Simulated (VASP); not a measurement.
Here is a VASP 6.6.1 calculation.

The input INCAR:

```
PREC = Accurate
ENCUT = 520
EDIFF = 1E-6
ISMEAR = 0
SIGMA = 0.15
LREAL = False
LASPH = True
NELM = 60
ALGO = Normal
ISIF = 2
LWAVE = False
LCHARG = True
GGA = CA
LELF = True
LVHAR = True
NBANDS = 11
```

File KPOINTS:

```
Automatic mesh
0
Gamma
  14 14 14
```

POSCAR

```
Ca
1.0
    3.3142235230      0.0000000000      0.0000000000
    0.0000000000      3.3142235230      0.0000000000
    0.0000000000      0.0000000000      3.3142235230
Ca
1
Direct
    0.0000000000      0.0000000000      0.0000000000
```

Potentials or basis: VASP PAW LDA potentials, release 64 (Ca_sv).

Run with:

```console
$ cat potpaw_LDA.64/Ca_sv/POTCAR > POTCAR
$ mpirun -np 1 vasp_std > vasp.out
```

Question: Predict the band gap on the k mesh.

Answer: Zero (band 5 reaches 2.80 eV, above the bottom of band 6 at 1.89 eV).

Question: What does it give for the pressure?

Answer: 0.5 GPa.

Caveat: the cell differs from its parent crystal (strain -0.050 along x and y, -0.050 along z).
